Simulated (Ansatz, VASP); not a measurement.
# MgC2: VASP beside Ansatz

Contents of INCAR:

```
SYSTEM = MgC2
PREC = Accurate
ENCUT = 600
EDIFF = 1E-6
ISMEAR = -1
SIGMA = 0.05
LREAL = .False.
LASPH = .True.
NELM = 60
ALGO = Normal
ISIF = 3
LWAVE = .False.
LCHARG = .False.
GGA = PE
IVDW = 13
IBRION = 2
NSW = 60
EDIFFG = -0.01
```

Contents of KPOINTS:

```
Automatic mesh
0
Gamma
  5 5 5
  0 0 0
```

POSCAR

```
MgC2
1.0
    3.9507770000      0.0000000000      0.0000000000
    0.0000000000      3.9507770000      0.0000000000
    0.0000000000      0.0000000000      4.9870890000
Mg C
2 4
Direct
    0.0000000000      0.0000000000      0.5000000000
    0.5000000000      0.5000000000      0.0000000000
    0.3876550000      0.6123450000      0.5000000000
    0.1123450000      0.1123450000      0.0000000000
    0.6123450000      0.3876550000      0.5000000000
    0.8876550000      0.8876550000      0.0000000000
```

File input.yaml:

```yaml
crystal:
  lattice:
    - [3.950777, 0.0, 0.0]
    - [0.0, 3.950777, 0.0]
    - [0.0, 0.0, 4.987089]
  atoms:
    - { symbol: Mg, position: [0.0, 0.0, 0.5] }
    - { symbol: Mg, position: [0.5, 0.5, 0.0] }
    - { symbol: C, position: [0.387655, 0.612345, 0.5] }
    - { symbol: C, position: [0.112345, 0.112345, 0.0] }
    - { symbol: C, position: [0.612345, 0.387655, 0.5] }
    - { symbol: C, position: [0.887655, 0.887655, 0.0] }
hamiltonian:
  xc: pbe
  pseudopotentials: { kind: paw }
  dispersion: d4
kpoints:
  mp_grid: { grid: [5, 5, 5] }
scf:
  occupations: { method: fermi_dirac, width: 0.05 }
output:
  forces: true
  stress: true
  eigenvalues: true
  write_density: true
  write_potential: true
  elf: true
  volumetric_format: npy
relax:
  f_tol: 0.01
  max_steps: 40
  cell: { stress_tol: 0.05 }
```

Alike in both runs: task relaxation of cell and atoms; functional PBE; dispersion D4; k mesh 5 × 5 × 5; occupations fermi-dirac, width 0.05 eV; no spin polarisation.

```csv
,VASP,Ansatz
version,VASP 6.6.1,Ansatz 0.2.0
potentials or method,"VASP PAW PBE potentials, release 64 (Mg, C)",Ansatz PAW
plane-wave cutoff (eV),600,420
valence electrons in the cell,20,36
```

|  | VASP | Ansatz | Ansatz less VASP |
| --- | --- | --- | --- |
| gap on the k mesh at the Fermi level, each at its own relaxed structure (eV) | 2.62 | 2.64 | +0.017 |
| relaxed volume (Å³/atom) | 12.82 | 12.85 | +0.025 |
| relaxed length of the cell vector where the two differ most in proportion (Å) | 4.999 | 5.003 | +0.0036 |

VASP's potentials hold 20 valence electrons a cell and Ansatz's 36, so a difference there can come from the potentials and not from the codes.

Noted on Ansatz's run: odd divisions of the mesh miss points on the zone boundary, where band edges often lie, so the gap on the mesh can be too wide; the plane-wave basis is chosen anew once the cell has moved, so the energies of steps on either side of that aren't comparable.
